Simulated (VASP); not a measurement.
# Zr (P-1) in VASP: notebook, part 2 of 2

VASP 6.6.1.

**3. Single point, revPBE**

This run uses another cell than the first one, of 22.59 Å³/atom, 1.005 times its volume.

Input file INCAR:

```
SYSTEM = Zr
PREC = Accurate ; ENCUT = 520
EDIFF = 1E-6 ; ISMEAR = 1
SIGMA = 0.05 ; LREAL = .FALSE.
LASPH = .TRUE. ; NELM = 100
ALGO = Normal ; ISIF = 2
LWAVE = .FALSE. ; LCHARG = .TRUE.
GGA = RE ; LELF = .TRUE.
LVHAR = .TRUE. ; NBANDS = 19
```

Input file KPOINTS:

```
Automatic mesh
0
G
  7 7 4
  0 0 0
```

Input file POSCAR:

```
Zr
1.0
    3.2901000000      0.0027400000      0.0605300000
   -1.6426800000      2.7196800000     -0.0246500000
    0.0963900000      0.0103200000      5.0486600000
Zr
2
Direct
    0.2858600000      0.6743000000      0.2260400000
    0.6696100000      0.3256300000      0.7467000000
```

Potentials or basis: VASP PAW PBE potentials, release 64 (Zr_sv).

The run is started by

```
$ cat potpaw_PBE.64/Zr_sv/POTCAR > POTCAR
$ mpirun -np 1 vasp_std > vasp.out
```

Run time: 36 s. Hardware: 1 thread of AMD EPYC 9R45 (Zen 5), shared host; peak memory 0.17 GiB.

The run converged. Its results:

```
Free energy            : -16.2571 eV
Pressure               : 5.6 GPa
Largest force          : 0.663 eV/Å
Band gap on the k mesh : zero (band 12 reaches 10.08 eV, above the bottom of band 13 at 9.18 eV)
```

Forces on the atoms (eV/Å):
```
Zr   0.161 -0.188  0.615
Zr  -0.161  0.188 -0.615
```

Stress tensor (GPa, compression positive):
```
 3.15  1.30 -1.07
 1.30  6.76 -0.62
-1.07 -0.62  6.87
```

Levels at points of the mesh, in eV from the Fermi level:
```csv
k point,band 8,band 9,band 10,band 11,band 12,band 13,band 14,band 15,band 16,band 17
"(0.00, 0.00, 0.00)",-26.23,-5.69,-3.11,0.47,0.69,1.22,1.22,1.52,1.78,2.20
"(0.00, 0.00, 0.50)",-26.31,-3.95,-3.89,-0.35,0.37,0.41,0.55,1.08,1.09,3.75
```

Caveat: the PAW data sets were made with another functional, which shifts forces and pressure a little.

**4. Single point, revPBE**

This run uses another cell than the first one, of 22.59 Å³/atom, 1.005 times its volume.

Input file INCAR:

```
PREC     = Accurate       # precision mode
ENCUT    = 520            # plane-wave cutoff, eV
EDIFF    = 1E-6           # SCF threshold, eV
ISMEAR   = 1              # smearing method
SIGMA    = 0.05           # smearing width, eV
LREAL    = False          # projectors in reciprocal space
LASPH    = True           # aspherical terms in the spheres
NELM     = 80             # most SCF steps
ALGO     = Normal         # electronic algorithm
ISIF     = 2              # what is computed and relaxed
LWAVE    = False          # write WAVECAR
LCHARG   = False          # write CHGCAR
GGA      = RE             # functional
NBANDS   = 19             # bands
```

Input file KPOINTS:

```
regular mesh
0
Gamma
  7 7 4
```

POSCAR, as its differences from that of step 3:

```diff
@@ -8,3 +8,3 @@
 Direct
-    0.2858600000      0.6743000000      0.2260400000
+    0.2870756118      0.6742988306      0.2260254199
     0.6696100000      0.3256300000      0.7467000000
```

The run is started by

```
$ cat potpaw_PBE.64/Zr_sv/POTCAR > POTCAR
$ mpirun -np 1 vasp_std > vasp.out
```

It took 34 s on 1 thread of AMD EPYC 9R45 (Zen 5), shared host; peak memory 0.17 GiB.

Results (log left out):

```
Free energy            : -16.2578 eV
Pressure               : 5.6 GPa
Largest force          : 0.664 eV/Å
Band gap on the k mesh : zero (band 12 reaches 10.09 eV, above the bottom of band 13 at 9.18 eV)
```

Forces in eV/Å, atoms in the order of the input:
```
Zr   0.156 -0.188  0.617
Zr  -0.156  0.188 -0.617
```

Stress tensor (GPa, compression positive):
```
 3.16  1.26 -1.06
 1.26  6.76 -0.61
-1.06 -0.61  6.85
```

Levels at points of the mesh, in eV from the Fermi level:
```
           k point  band 10  band 11  band 12  band 13  band 14  band 15
(0.00, 0.00, 0.00)    -3.11     0.47     0.70     1.21     1.22     1.52
(0.00, 0.00, 0.50)    -3.89    -0.35     0.37     0.41     0.55     1.07
```

Caveat: the PAW data sets were made with another functional, which shifts forces and pressure a little.

**5. Single point, revPBE**

This run uses another cell than the first one, of 22.59 Å³/atom, 1.005 times its volume.

Input file INCAR:

```
SYSTEM = Zr
PREC = Accurate ; ENCUT = 520
EDIFF = 1E-6 ; ISMEAR = 1
SIGMA = 0.05 ; LREAL = .FALSE.
LASPH = .TRUE. ; NELM = 60
ALGO = Normal ; ISIF = 2
LWAVE = .FALSE. ; LCHARG = .TRUE.
GGA = RE ; LELF = .TRUE.
LVHAR = .TRUE. ; NBANDS = 19
```

Input file KPOINTS:

```
Automatic mesh
0
G
  7 7 4
  0 0 0
```

POSCAR, as its differences from that of step 4:

```diff
@@ -8,3 +8,3 @@
 Direct
-    0.2870756118      0.6742988306      0.2260254199
+    0.2846443882      0.6743011694      0.2260545801
     0.6696100000      0.3256300000      0.7467000000
```

Potentials or basis: VASP PAW PBE potentials, release 64 (Zr_sv).

The run is started by

```
$ cat potpaw_PBE.64/Zr_sv/POTCAR > POTCAR
$ mpirun -np 1 vasp_std > vasp.out
```

OUTCAR:

```text
SYSTEM = Zr
   PREC = Accurate
   ENCUT = 520
   EDIFF = 1E-6
   ISMEAR = 1
   LREAL = .FALSE.
   LASPH = .TRUE.
   NELM = 60
   ISIF = 2
   GGA = RE

 ion  position               nearest neighbor table
   1  0.285  0.674  0.226-   2 2.99   2 3.02   2 3.10   2 3.13   2 3.19   2 3.40
   2  0.670  0.326  0.747-   1 2.99   1 3.02   1 3.10   1 3.13   1 3.19   1 3.40

  LATTYP: Found a triclinic cell.
 ALAT       =     3.2906578975
 B/A-ratio  =     0.9655721265
 C/A-ratio  =     1.5345231159
 COS(alpha) =     0.0158759575
 COS(beta)  =     0.0374782496
[... 722 lines left out ...]

  FORCE on cell =-STRESS in cart. coord.  units (eV):
  Direction    XX          YY          ZZ          XY          YZ          ZX
  --------------------------------------------------------------------------------------
  -------------------------------------------------------------------------------------
  Total        0.8848461      1.9074515      1.9412372      0.3774625     -0.1780070     -0.3028294
  in kB       31.3769904     67.6389774     68.8370306     13.3849684     -6.3121984    -10.7384482
  external PRESSURE =      55.9509995 kB  Pullay stress =       0.0000000 kB

 VOLUME and BASIS-vectors are now :
 -----------------------------------------------------------------------------
  energy-cutoff  :      520.00
  volume of cell :       45.18
      direct lattice vectors                 reciprocal lattice vectors
     3.290100000  0.002740000  0.060530000     0.303902957  0.183500647 -0.006177269
    -1.642680000  2.719680000 -0.024650000    -0.000292342  0.367506984 -0.000745642
     0.096390000  0.010320000  5.048660000    -0.003645017 -0.000405701  0.198142780

 POSITION                                       TOTAL-FORCE (eV/Angst)
 -----------------------------------------------------------------------------------
     -0.14936      1.83700      1.14188         0.166280     -0.188406      0.612899
      1.74015      0.89515      3.80234        -0.166280      0.188406     -0.612899
 -----------------------------------------------------------------------------------
    total drift:                               -0.000000     -0.000000     -0.000001

  FREE ENERGIE OF THE ION-ELECTRON SYSTEM (eV)
  ---------------------------------------------------
  free  energy   TOTEN  =       -16.2564876476 eV

  energy  without entropy=      -16.2564531504  energy(sigma->0) =      -16.25647615
```

OSZICAR:

```text
N       E                     dE             d eps       ncg     rms          rms(c)
DAV:   1     0.214468725186E+03    0.21447E+03   -0.13257E+04  3762   0.126E+03
DAV:   2    -0.132589692370E+01   -0.21579E+03   -0.21174E+03  4392   0.368E+02
DAV:   3    -0.164788695227E+02   -0.15153E+02   -0.15011E+02  6745   0.706E+01
DAV:   4    -0.168772956887E+02   -0.39843E+00   -0.39795E+00  4489   0.115E+01
DAV:   5    -0.168887442204E+02   -0.11449E-01   -0.11445E-01  5536   0.141E+00    0.150E+01
DAV:   6    -0.163464806694E+02    0.54226E+00   -0.90123E-01  4047   0.732E+00    0.603E+00
DAV:   7    -0.162476329736E+02    0.98848E-01   -0.56033E-01  5138   0.518E+00    0.108E+00
DAV:   8    -0.162556991470E+02   -0.80662E-02   -0.39708E-02  4995   0.132E+00    0.381E-01
DAV:   9    -0.162565773340E+02   -0.87819E-03   -0.30271E-03  4519   0.560E-01    0.534E-02
DAV:  10    -0.162564929932E+02    0.84341E-04   -0.11466E-04  4591   0.920E-02    0.259E-02
DAV:  11    -0.162564875810E+02    0.54122E-05   -0.14405E-05  4453   0.392E-02    0.253E-03
DAV:  12    -0.162564876476E+02   -0.66634E-07   -0.54614E-07  2418   0.669E-03
   1 F= -.16256488E+02 E0= -.16256476E+02  d E =-.344973E-04
```

stdout:

```text
POSCAR found type information on POSCAR Zr
 POSCAR found :  1 types and       2 ions
 scaLAPACK will be used
 -----------------------------------------------------------------------------
|                                                                             |
|                                                                             |
|     You enforced a specific xc type in the INCAR file but a different       |
|     I HOPE YOU KNOW WHAT YOU ARE DOING!                                     |
|                                                                             |
 -----------------------------------------------------------------------------

 LDA part: xc-table for (Slater+PW92), standard interpolation
 POSCAR, INCAR and KPOINTS ok, starting setup
 FFT: planning ... GRIDC
 FFT: planning ... GRID_SOFT
 FFT: planning ... GRID
 WAVECAR not read
 entering main loop
```

It took 34 s on 1 thread of AMD EPYC 9R45 (Zen 5), shared host; peak memory 0.17 GiB.

What came out:

- Free energy: -16.2565 eV
- Pressure: 5.6 GPa
- Largest force: 0.662 eV/Å
- Band gap on the k mesh: zero (band 12 reaches 10.07 eV, above the bottom of band 13 at 9.18 eV)

Forces in eV/Å, atoms in the order of the input:
```
Zr   0.166 -0.188  0.613
Zr  -0.166  0.188 -0.613
```

Caveat: the PAW data sets were made with another functional, which shifts forces and pressure a little.

**6. Single point, revPBE**

This run uses another cell than the first one, of 22.59 Å³/atom, 1.005 times its volume.

Input file INCAR:

```
  PREC = Accurate
  ENCUT = 520
  EDIFF = 1E-6
  ISMEAR = 1
  SIGMA = 0.05
  LREAL = False
  LASPH = True
  NELM = 60
  ALGO = Normal
  ISIF = 2
  LWAVE = False
  LCHARG = False
  GGA = RE
  NBANDS = 19
```

Input file KPOINTS:

```
regular mesh
0
Gamma
  7 7 4
```

POSCAR, as its differences from that of step 5:

```diff
@@ -8,3 +8,3 @@
 Direct
-    0.2846443882      0.6743011694      0.2260545801
+    0.2907224473      0.6742953225      0.2259816797
     0.6696100000      0.3256300000      0.7467000000
```

Potentials or basis: VASP PAW PBE potentials, release 64 (Zr_sv).

The run is started by

```
$ cat potpaw_PBE.64/Zr_sv/POTCAR > POTCAR
$ mpirun -np 1 vasp_std > vasp.out
```

It took 32 s on 1 thread of AMD EPYC 9R45 (Zen 5), shared host; peak memory 0.16 GiB.

It converged, with:

```
Free energy            : -16.2596 eV
Pressure               : 5.6 GPa
Largest force          : 0.665 eV/Å
Band gap on the k mesh : zero (band 12 reaches 10.12 eV, above the bottom of band 13 at 9.18 eV)
```

Forces in eV/Å, atoms in the order of the input:
```
Zr   0.140 -0.187  0.623
Zr  -0.140  0.187 -0.623
```

Stress tensor (GPa, compression positive):
```
 3.19  1.15 -1.05
 1.15  6.75 -0.59
-1.05 -0.59  6.81
```

Levels at points of the mesh, in eV from the Fermi level:
```
           k point  band 9  band 10  band 11  band 12  band 13  band 14  band 15  band 16
(0.00, 0.00, 0.00)   -5.69    -3.12     0.47     0.72     1.20     1.21     1.53     1.78
(0.00, 0.00, 0.50)   -3.95    -3.89    -0.35     0.36     0.40     0.55     1.07     1.08
```

Caveat: the PAW data sets were made with another functional, which shifts forces and pressure a little.
